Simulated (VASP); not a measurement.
# BN (P6_3mc) in VASP: a series of runs

The runs below take BN through single point, with r2SCAN.

Everything below comes from runs of VASP 6.6.1. Logs are shortened: lines on timing, memory, paths and dates and some standing lists are left out, and cuts for length are marked.

## 1. The cell of the first run

The structure is hexagonal, space group P6_3mc (No. 186). Conventional cell: a = 2.505 Å, b = 2.505 Å, c = 4.214 Å, α = 90.00°, β = 90.00°, γ = 120.00°. Within 2.1 Å of B (site symmetry 3m) lie 4 N at 1.54 to 1.58 Å. Within 2.1 Å of N (site symmetry 3m) lie 4 B at 1.54 to 1.58 Å.

## 2. Single point, r2SCAN (strained cell)

POSCAR reads:

```
BN
1.0
    2.5051775940      0.0000000000      0.0000000000
   -1.2525887970      2.1695474374      0.0000000000
    0.0000000000      0.0000000000      4.2140508624
B N
2 2
Direct
    0.3333333333      0.6666666667     -0.0001657249
    0.6666666667      0.3333333333      0.4998342751
    0.3333333333      0.6666666667      0.3741657249
    0.6666666667      0.3333333333      0.8741657249
```

INCAR.step1 reads:

```
ALGO = Normal ; EDIFF = 1E-5
ENCUT = 1460 ; GGA = PE
GGA_COMPAT = F ; ISMEAR = 0
LASPH = T ; LCHARG = F
LREAL = F ; LWAVE = T
NBANDS = 16 ; NELM = 120
PREC = Accurate ; SIGMA = 0.02
```

INCAR.step2 reads:

```
ALGO = Normal ; EDIFF = 1E-6
ENCUT = 1460 ; GGA_COMPAT = F
ISIF = 2 ; ISMEAR = 0
ISTART = 1 ; LASPH = T
LCHARG = F ; LMIXTAU = T
LREAL = F ; LWAVE = F
METAGGA = R2SCAN ; NBANDS = 16
NELM = 120 ; PREC = Accurate
SIGMA = 0.02
```

KPOINTS reads:

```
k-points
0
Gamma
  9 9 6
```

Potentials or basis: VASP PAW PBE potentials, release 64 (B_h, N_h).

The run is started by

```sh
cat potpaw_PBE.64/B_h/POTCAR potpaw_PBE.64/N_h/POTCAR > POTCAR
cp INCAR.step1 INCAR
mpirun -np 1 vasp_std > vasp.out
cp INCAR.step2 INCAR
mpirun -np 1 vasp_std > vasp.out
```

OUTCAR:

```text
EDIFF = 1E-6
   ENCUT = 1460
   ISIF = 2
   ISMEAR = 0
   ISTART = 1
   LASPH = T
   LREAL = F
   METAGGA = R2SCAN
   NELM = 120
   PREC = Accurate

 ion  position               nearest neighbor table
   1  0.333  0.667  1.000-
   2  0.667  0.333  0.500-
   3  0.333  0.667  0.374-
   4  0.667  0.333  0.874-

  LATTYP: Found a hexagonal cell.
 ALAT       =     2.5051775940
 C/A-ratio  =     1.6821365769

  Lattice vectors:

 A1 = (   2.5051775940,   0.0000000000,   0.0000000000)
 A2 = (  -1.2525887970,   2.1695474374,   0.0000000000)
 A3 = (   0.0000000000,   0.0000000000,   4.2140508624)

Analysis of symmetry for initial positions (statically):
=====================================================================
 Subroutine PRICEL returns:
 Original cell was already a primitive cell.

 Routine SETGRP: Setting up the symmetry group for a
 hexagonal supercell.

 Subroutine GETGRP returns: Found 12 space group operations
 (whereof  6 operations were pure point group operations)
 out of a pool of 24 trial point group operations.

The static configuration has the point symmetry C_3v.
 The point group associated with its full space group is C_6v.

Analysis of symmetry for dynamics (positions and initial velocities):
=====================================================================
 Subroutine PRICEL returns:
 Original cell was already a primitive cell.

 Routine SETGRP: Setting up the symmetry group for a
 hexagonal supercell.

 Subroutine GETGRP returns: Found 12 space group operations
 (whereof  6 operations were pure point group operations)
 out of a pool of 24 trial point group operations.

The dynamic configuration has the point symmetry C_3v.
 The point group associated with its full space group is C_6v.

 Subroutine INISYM returns: Found 12 space group operations
 (whereof  6 operations are pure point group operations),
 and found     1 'primitive' translations

----------------------------------------------------------------------------------------

                                     Primitive cell

  volume of cell :      22.9038

  direct lattice vectors                    reciprocal lattice vectors
     2.505177594  0.000000000  0.000000000     0.399173297  0.230462811  0.000000000
    -1.252588797  2.169547437  0.000000000     0.000000000  0.460925621  0.000000000
     0.000000000  0.000000000  4.214050862     0.000000000  0.000000000  0.237301360

  length of vectors
     2.505177594  2.505177594  4.214050862     0.460925621  0.460925621  0.237301360

  position of ions in fractional coordinates (direct lattice)
     0.333333333  0.666666667  0.999834275
     0.666666667  0.333333333  0.499834275
     0.333333333  0.666666667  0.374165725
     0.666666667  0.333333333  0.874165725

  ion indices of the primitive-cell ions
   primitive index   ion index
                 1           1
                 2           2
                 3           3
                 4           4

----------------------------------------------------------------------------------------

 KPOINTS: k-points

Automatic generation of k-mesh.
 Grid dimensions read from file:
 generate k-points for:    9    9    6

 Generating k-lattice:

  Cartesian coordinates                     Fractional coordinates (reciprocal lattice)
     0.044352589  0.025606979  0.000000000     0.111111111  0.000000000  0.000000000
     0.000000000  0.051213958  0.000000000     0.000000000  0.111111111  0.000000000
     0.000000000  0.000000000  0.039550227     0.000000000  0.000000000  0.166666667

  Length of vectors
     0.051213958  0.051213958  0.039550227

  Shift w.r.t. Gamma in fractional coordinates (k-lattice)
     0.000000000  0.000000000  0.000000000

 Subroutine IBZKPT returns following result:
 ===========================================

 Found     48 irreducible k-points:

 Following reciprocal coordinates:
            Coordinates               Weight
  0.000000  0.000000  0.000000      1.000000
  0.111111 -0.000000  0.000000      6.000000
  0.222222  0.000000  0.000000      6.000000
  0.333333  0.000000  0.000000      6.000000
  0.444444  0.000000  0.000000      6.000000
  0.111111  0.111111  0.000000      6.000000
[... 16 lines left out ...]
  0.333333  0.222222  0.166667     24.000000
  0.333333  0.333333  0.166667      4.000000
 [... further k-points ...]
   k-points           NKPTS =     48   k-points in BZ     NKDIM =     48   number of bands    NBANDS=     16
   number of dos      NEDOS =    301   number of ions     NIONS =      4
   total plane-waves  NPLWV =  55296
   dimension x,y,z NGX =    32 NGY =   32 NGZ =   54
   dimension x,y,z NGXF=    64 NGYF=   64 NGZF=  108
   ions per type =               2   2
   NGX,Y,Z   is equivalent  to a cutoff of  21.24, 21.24, 21.30 a.u.
   NGXF,Y,Z  is equivalent  to a cutoff of  42.47, 42.47, 42.61 a.u.
 SYSTEM =  unknown system
   PREC   = accura    normal or accurate (medium, high low for compatibility)
   ISTART =      1    job   : 0-new  1-cont  2-samecut
   ICHARG =      0    charge: 1-file 2-atom 10-const
   ISPIN  =      1    spin polarized calculation?
   LNONCOLLINEAR =      F non collinear calculations
   LSORBIT =      F    spin-orbit coupling
   LASPH  =      T    aspherical Exc in radial PAW
   ENCUT  = 1460.0 eV 107.31 Ry   10.36 a.u.   7.80  7.80 13.13*2*pi/ulx,y,z
   NELM   =    120;   NELMIN=  2; NELMDL=  0     # of ELM steps
   EDIFF  = 0.1E-05   stopping-criterion for ELM
   LREAL  =      F    real-space projection
   EDIFFG = 0.1E-04   stopping-criterion for IOM
   NSW    =      0    number of steps for IOM
   IBRION =     -1    ionic relax: 0-MD 1-quasi-New 2-CG
   NFREE  =      0    steps in history (QN), initial steepest desc. (CG)
   ISIF   =      2    stress and relaxation
   ISYM   =      2    0-nonsym 1-usesym 2-fastsym
   POTIM  = 0.5000    time-step for ionic-motion
   TEBEG  =    0.0;   TEEND  =   0.0 temperature during run
   PSTRESS=    0.0 pullay stress
   NELECT =      16.0000    total number of electrons
   NUPDOWN=      -1.0000    fix difference up-down
   EMIN   =  10.00;   EMAX   =-10.00  energy-range for DOS
   EFERMI =   0.00;   METHOD = LEGACY
   ISMEAR =     0;   SIGMA  =   0.02  broadening in eV -4-tet -1-fermi 0-gaus
   EFERMI_NEDOS =   21; number of points for ismear=-14 and -15
   IALGO  =     38    algorithm
   IMIX   =      4    mixing-type and parameters
     AMIX     =   0.40;   BMIX     =  1.00
     AMIX_MAG =   1.60;   BMIX_MAG =  1.00
  volume/ion in A,a.u.               =       5.73        38.64
  Fermi-wavevector in a.u.,A,eV,Ry     =   1.452599  2.745014 28.708881  2.110043
  Thomas-Fermi vector in A             =   2.569962
   LORBIT       =      0    0 simple, 1 ext, 2 COOP (PROOUT), +10 PAW based schemes
   METAGGA = R2SCAN    functional components
   LHFCALC =     F    Hartree Fock is set to
   AEXX    =    0.0000 exact exchange contribution
   IVDW    =     0    specifies the selected vdW correction
   LEPSILON=     F    determine dielectric tensor
   LRPA    =     F    only Hartree local field effects (RPA)
 non-spin polarized calculation
 Gauss-broadening in eV      SIGMA  =   0.02
  energy-cutoff  :     1460.00
  volume of cell :       22.90
 maximum number of plane-waves:      2949
 NGX is ok and might be reduce to    32
   NGX = 15   NGY = 15   NGZ = 27

 number of electron      16.0000000 magnetization

 Free energy of the ion-electron system (eV)
  ---------------------------------------------------
  ext. energy  EPLUGINS =         0.00000000
  ---------------------------------------------------
  free energy    TOTEN  =       -38.29150616 eV

  energy without entropy =      -38.29150616  energy(sigma->0) =      -38.29150616

 E-fermi :   9.7250     XC(G=0): -13.9144

 val. band max:        9.5540659949   @ k =   0.0000   0.0000   0.0000
 cond. band min:      15.1655511367   @ k =   0.3333   0.3333   0.0000
 fundamental gap:      5.6114851418
 Fermi energy:         9.7250315434

 k-point     1 :       0.0000    0.0000    0.0000
  band No.  band energies     occupation
      1     -12.3044      2.00000
      2      -8.0822      2.00000
      3      -2.1156      2.00000
      4       7.4096      2.00000
      5       7.4096      2.00000
      6       9.1814      2.00000
[... 8 lines left out ...]
     15      22.5822      0.00000
     16      27.1755      0.00000

 k-point     2 :       0.1111   -0.0000    0.0000
  band No.  band energies     occupation
      1     -12.0161      2.00000
      2      -7.8576      2.00000
      3      -1.8286      2.00000
      4       6.1438      2.00000
      5       6.8910      2.00000
      6       8.4975      2.00000
[... 8 lines left out ...]
     15      23.4335      0.00000
     16      26.6715      0.00000

 k-point     3 :       0.2222    0.0000    0.0000
  band No.  band energies     occupation
      1     -11.1689      2.00000
      2      -7.2416      2.00000
      3      -0.9891      2.00000
      4       3.4431      2.00000
      5       5.8391      2.00000
      6       6.1304      2.00000
[... 8 lines left out ...]
     15      25.4506      0.00000
     16      26.1286      0.00000

 k-point     4 :       0.3333    0.0000    0.0000
  band No.  band energies     occupation
      1      -9.8381      2.00000
      2      -6.5067      2.00000
      3       0.3018      2.00000
      4       0.8076      2.00000
      5       3.5439      2.00000
      6       4.8986      2.00000
[... 8 lines left out ...]
     15      26.7601      0.00000
     16      27.6271      0.00000
[... 324 lines left out ...]
 k-point    22 :       0.2222    0.2222    0.1667
  band No.  band energies     occupation
      1      -8.9461      2.00000
      2      -6.4620      2.00000
      3       0.5477      2.00000
      4       1.6548      2.00000
      5       2.3598      2.00000
      6       3.6651      2.00000
[... 8 lines left out ...]
     15      26.1021      0.00000
     16      27.4432      0.00000

 k-point    23 :       0.3333    0.2222    0.1667
  band No.  band energies     occupation
      1      -7.5629      2.00000
      2      -6.2786      2.00000
      3      -0.1713      2.00000
      4       0.9789      2.00000
      5       2.0773      2.00000
      6       3.4549      2.00000
[... 8 lines left out ...]
     15      27.0460      0.00000
     16      27.6750      0.00000

 k-point    24 :       0.3333    0.3333    0.1667
  band No.  band energies     occupation
      1      -6.6101      2.00000
      2      -6.6101      2.00000
      3      -0.0829      2.00000
      4       1.1939      2.00000
      5       1.1939      2.00000
      6       3.1734      2.00000
[... 8 lines left out ...]
     15      27.1872      0.00000
     16      27.1872      0.00000

 [... further k-points ...]

------------------------ aborting loop because EDIFF is reached ----------------------------------------

  FORCE on cell =-STRESS in cart. coord.  units (eV):
  Direction    XX          YY          ZZ          XY          YZ          ZX
  --------------------------------------------------------------------------------------
  -------------------------------------------------------------------------------------
  Total        2.5164616      2.5164616     -0.0401788      0.0000000      0.0000000      0.0000000
  in kB      176.0327368    176.0327368     -2.8106040      0.0000000      0.0000000      0.0000000
  external PRESSURE =     116.4182899 kB  Pullay stress =       0.0000000 kB

 VOLUME and BASIS-vectors are now :
 -----------------------------------------------------------------------------
  energy-cutoff  :     1460.00
  volume of cell :       22.90
      direct lattice vectors                 reciprocal lattice vectors
     2.505177594  0.000000000  0.000000000     0.399173297  0.230462811  0.000000000
    -1.252588797  2.169547437  0.000000000     0.000000000  0.460925621  0.000000000
     0.000000000  0.000000000  4.214050862     0.000000000  0.000000000  0.237301360

 POSITION                                       TOTAL-FORCE (eV/Angst)
 -----------------------------------------------------------------------------------
     -0.00000      1.44636      4.21335         0.000000     -0.000000      0.005898
      1.25259      0.72318      2.10633        -0.000000      0.000000      0.005898
     -0.00000      1.44636      1.57675        -0.000000     -0.000000     -0.005898
      1.25259      0.72318      3.68378         0.000000      0.000000     -0.005898
 -----------------------------------------------------------------------------------
    total drift:                               -0.000000      0.000000      0.006587

  FREE ENERGIE OF THE ION-ELECTRON SYSTEM (eV)
  ---------------------------------------------------
  free  energy   TOTEN  =       -38.2915061555 eV

  energy  without entropy=      -38.2915061555  energy(sigma->0) =      -38.29150616
```

Wall time 2.7 min (1 thread of Intel Xeon Platinum 8259CL at 2.50GHz (Skylake/Cascade Lake), shared host); peak memory 0.27 GiB.

Results:

| Item | Value |
| --- | --- |
| Free energy | -38.2915 eV |
| Pressure | 11.6 GPa |
| Largest force | 0.006 eV/Å |
| Band gap on the k mesh | 5.61 eV (least direct gap 8.93 eV) |

Forces in eV/Å, atoms in the order of the input:
```
B    0.000  0.000  0.006
B    0.000  0.000  0.006
N    0.000  0.000 -0.006
N    0.000  0.000 -0.006
```

Levels at points of the mesh, in eV from the valence-band top:
```csv
k point,band 5,band 6,band 7,band 8,band 9,band 10,band 11,band 12
"(0.00, 0.00, 0.00)",-2.14,-0.37,0.00,0.00,8.93,9.38,9.38,10.94
"(0.00, 0.00, 0.50)",-1.18,-1.18,-1.18,-1.18,10.76,10.76,10.97,10.97
```

Caveat: the cell differs from its parent crystal (strained cell); the stress differs along the axes, from -0 to 18 GPa; the PAW data sets were made with another functional, which shifts forces and pressure a little. A k mesh can miss the band edges.

## 3. Single point, r2SCAN (strained cell)

POSCAR reads:

```
BN
1.0
    2.5051775940      0.0000000000      0.0000000000
   -1.2525887970      2.1695474374      0.0000000000
    0.0000000000      0.0000000000      4.1185061782
B N
2 2
Direct
    0.3333333333      0.6666666667     -0.0001937424
    0.6666666667      0.3333333333      0.4998062576
    0.3333333333      0.6666666667      0.3741937424
    0.6666666667      0.3333333333      0.8741937424
```

INCAR.step1 reads:

```
ALGO = Normal
EDIFF = 1E-5
ENCUT = 1460
GGA = PE
GGA_COMPAT = False
ISMEAR = 0
LASPH = True
LCHARG = False
LREAL = False
LWAVE = True
NBANDS = 16
NELM = 120
PREC = Accurate
SIGMA = 0.02
```

INCAR.step2 reads:

```
ALGO = Normal
EDIFF = 1E-6
ENCUT = 1460
GGA_COMPAT = False
ISIF = 2
ISMEAR = 0
ISTART = 1
LASPH = True
LCHARG = False
LMIXTAU = True
LREAL = False
LWAVE = False
METAGGA = R2SCAN
NBANDS = 16
NELM = 120
PREC = Accurate
SIGMA = 0.02
```

KPOINTS is that of step 2.

Potentials or basis: VASP PAW PBE potentials, release 64 (B_h, N_h).

The run is started by

```sh
cat potpaw_PBE.64/B_h/POTCAR potpaw_PBE.64/N_h/POTCAR > POTCAR
cp INCAR.step1 INCAR
mpirun -np 1 vasp_std > vasp.out
cp INCAR.step2 INCAR
mpirun -np 1 vasp_std > vasp.out
```

Wall time 3 min (1 thread of Intel Xeon Platinum 8375C at 2.90GHz (Ice Lake), shared host); peak memory 0.26 GiB.

Results (log left out):

* Free energy: -38.2486 eV
* Pressure: 22.0 GPa
* Band gap on the k mesh: 5.67 eV (least direct gap 9.22 eV)

Stress tensor (GPa, compression positive):
```
19.52  0.00  0.00
 0.00 19.52  0.00
 0.00  0.00 26.85
```

Levels at points of the mesh, in eV from the valence-band top:
```
           k point  band 4  band 5  band 6  band 7  band 8  band 9  band 10  band 11  band 12  band 13
(0.00, 0.00, 0.00)   -2.38   -2.38   -0.28    0.00    0.00    9.26     9.26     9.85    10.76    12.35
(0.00, 0.00, 0.50)   -6.14   -1.32   -1.32   -1.32   -1.32   10.68    10.68    10.96    10.96    10.96
```

Caveat: the cell differs from its parent crystal (strained cell); the stress differs along the axes, from 20 to 27 GPa; the PAW data sets were made with another functional, which shifts forces and pressure a little.
